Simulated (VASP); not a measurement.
ZrB2: electric field gradients with LDA

ZrB2:

```
Zr B
1.0
     3.10039    0.00000    0.00000
    -1.55019    2.68502    0.00000
     0.00000    0.00000    3.44814
Zr B
1 2
Direct
  0.00000 0.00000 0.00000
  0.33333 0.66667 0.50000
  0.66667 0.33333 0.50000
```

This cell differs from its parent crystal: volume scaled by 0.94.

* Program: VASP 6.6.1
* Task: electric field gradients
* Functional: LDA
* Potentials or basis: VASP PAW LDA potentials, release 64 (Zr_sv, B)
* Cutoff: 520 eV
* k mesh: 13 × 13 × 10
* Occupations: fermi-dirac, width 0.03 eV
* Spin: no spin polarisation
* Dipole correction: no
* Further INCAR settings: ALGO = Normal; EDIFF = 1e-08; NBANDS = 16

| Item | Value |
| --- | --- |
| Pressure | 9.6 GPa |
| Band gap on the k mesh | zero (band 9 reaches 11.88 eV, above the bottom of band 10 at 10.94 eV) |

Stress tensor (GPa, compression positive):
```
9.53 0.00 0.00
0.00 9.53 0.00
0.00 0.00 9.77
```

Levels at points of the mesh, in eV from the Fermi level:
| k point | band 5 | band 6 | band 7 | band 8 | band 9 | band 10 | band 11 | band 12 | band 13 | band 14 |
| --- | --- | --- | --- | --- | --- | --- | --- | --- | --- | --- |
| (0.00, 0.00, 0.00) | -12.98 | -2.89 | -2.89 | -2.86 | -2.34 | 3.58 | 3.58 | 4.40 | 4.40 | 5.31 |
| (0.00, 0.00, 0.50) | -10.62 | -7.20 | -1.10 | -1.10 | 0.21 | 0.21 | 0.70 | 0.70 | 1.89 | 5.08 |

Electric field gradients, principal values (V/Å²):
```csv
atom,least,middle,greatest (by size)
1 Zr,-22.662,-22.662,45.324
2 B,-0.857,-0.857,1.713
3 B,-0.857,-0.857,1.713
```

Wall time 72 s on 1 thread of Intel Xeon 8259CL (shared host), peak memory 0.17 GiB.

Caveat: without QUAD_EFG the Cq values of the log hold for a quadrupole moment of 1 mb, not for the nuclei.
